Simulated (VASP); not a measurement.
A run of VASP 6.6.1 is set up as follows.

INCAR

```
SYSTEM = Ni3Ge
PREC = Accurate
ENCUT = 520
EDIFF = 1E-6
ISMEAR = 0
SIGMA = 0.1
LREAL = .False.
LASPH = .True.
NELM = 60
ALGO = Fast
ISIF = 2
LWAVE = .False.
LCHARG = .False.
GGA = PS
NBANDS = 30
```

KPOINTS

```
Automatic mesh
0
Gamma
  14 14 14
  0 0 0
```

File POSCAR:

```
Ni3Ge
1.0
    3.6835354398      0.0000000000      0.0000000000
    0.0000000000      3.6835354398      0.0000000000
    0.0000000000      0.0000000000      3.4297416104
Ni Ge
3 1
Direct
    0.5000000000      0.0000000000      0.5000000000
    0.0000000000      0.5000000000      0.5000000000
    0.5000000000      0.5000000000      0.0000000000
    0.0000000000      0.0000000000      0.0000000000
```

Potentials or basis: VASP PAW PBE potentials, release 64 (Ni, Ge_d).

Command:

```sh
$ cat potpaw_PBE.64/Ni/POTCAR potpaw_PBE.64/Ge_d/POTCAR > POTCAR
$ mpirun -np 1 vasp_std > vasp.out
```

Task: What does it give for the band gap on the k mesh?

Result: Zero (bands 22 and 23 overlap by 0.35 eV).

Task: Estimate the pressure.

Result: -10.8 GPa.

Stress tensor (GPa, compression positive):
```
-13.28   0.00   0.00
  0.00 -13.28   0.00
  0.00   0.00  -5.91
```

Caveat: the cell differs from its parent crystal (biaxial strain in the a-b plane: +4.5 %); the stress differs along the axes, from -13 to -6 GPa; the PAW data sets were made with another functional, which shifts forces and pressure a little. Spin polarisation is off, so any magnetic state and its effect on volume and gap are missing.
